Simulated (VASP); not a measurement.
The system is I.

```xyz
4
Lattice="4.3450 0.0000 0.0000 -2.1725 3.7629 0.0000 0.0000 0.0000 11.9443" Properties=species:S:1:pos:R:3 pbc="T T T"
I     0.0000    0.0000    0.0000
I     0.0000    0.0000    5.9721
I     0.0000    2.5086    0.0597
I     2.1725    1.2543    6.0319
```

- Program: VASP 6.6.1
- Task: relaxation of cell and atoms
- Functional: PBE
- Potentials or basis: VASP PAW PBE potentials, release 64 (I)
- Cutoff: 600 eV
- k mesh: 6 × 6 × 2
- Occupations: gaussian, width 0.1 eV
- Spin: no spin polarisation

At the start: pressure 29.4 GPa; volume 48.82 Å³/atom.

**Question.** Where does the relaxation end?

**Answer.** Over 13 steps the energy falls by 2434.0 meV/atom and the volume is 78.89 Å³/atom (+61.6 %); space group P6_3/mmc (No. 194, to 0.05 Å).

The path:
```
step  energy change (eV)  largest force (eV/Å)  pressure (GPa)  volume (Å³)
   1              0.0000                0.3692           29.39       195.28
   2             -7.1541                0.0419           -1.14       530.38
   3             -7.6001                0.0532           -1.35       491.75
   4             -8.0903                0.0647           -1.52       455.09
   5             -9.7191                0.0898            0.30       311.65
   6             -9.7085                0.0968           -0.42       328.19
   7             -9.7285                0.0933           -0.03       318.60
   8             -9.7274                0.0920            0.10       315.84
   9             -9.7289                0.0822            0.09       315.64
  10             -9.7325                0.0526            0.09       315.06
  11             -9.7353                0.0074            0.07       313.89
  12             -9.7344                0.0031           -0.14       318.03
  13             -9.7361                0.0056           -0.01       315.56
```

Final structure:
```
CELL_PARAMETERS angstrom
5.54786 0.00000 0.00000
-2.77393 4.80458 0.00000
0.00000 0.00000 11.83875
ATOMIC_POSITIONS crystal
I 0.00000 0.00000 0.00269
I 0.00000 0.00000 0.50269
I 0.33333 0.66667 0.00231
I 0.66667 0.33333 0.50231
```

Caveat: the volume moved by over 15 % at a fixed basis, so the end points are rough.
